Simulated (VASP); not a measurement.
Write the native input for VASP 6.6.1 that does the following.

| Property | Result |
| --- | --- |
| Task | single point |
| Functional | PBE |
| Potentials or basis | VASP PAW PBE potentials, release 64 (Ag) |
| Cutoff | 520 eV |
| k mesh | 16 × 16 × 16 |
| Occupations | fermi-dirac, width 0.0612256 eV |
| Spin | no spin polarisation |
| Dipole correction | no |
| Further INCAR settings | ALGO = Normal; EDIFF = 1e-06; NBANDS = 12 |

The structure of Ag lies in POSCAR:

```
Ag
1.0
   -1.6172634284      1.6172634284      1.6172634284
    1.6172634284     -1.6172634284      1.6172634284
    1.6172634284      1.6172634284     -1.6172634284
Ag
1
Direct
    0.0000000000      0.0000000000      0.0000000000
```

The input as run:

INCAR

```
ALGO = Normal
EDIFF = 1E-6
ENCUT = 520
GGA = PE
ISIF = 2
ISMEAR = -1
LASPH = True
LCHARG = False
LREAL = False
LWAVE = False
NBANDS = 12
NELM = 60
PREC = Accurate
SIGMA = 0.06122561905347299
```

KPOINTS

```
k-points
0
Gamma
  16 16 16
```

Potentials or basis: VASP PAW PBE potentials, release 64 (Ag).

Command:

```sh
$ cat potpaw_PBE.64/Ag/POTCAR > POTCAR
$ mpirun -np 1 vasp_std > vasp.out
```

Results of the run:

```yaml
Pressure: 6.3 GPa
```

It took 11 s on 1 thread of Intel(R) Xeon(R) Platinum 8488C (Sapphire Rapids) (shared host), peak memory 0.16 GiB.
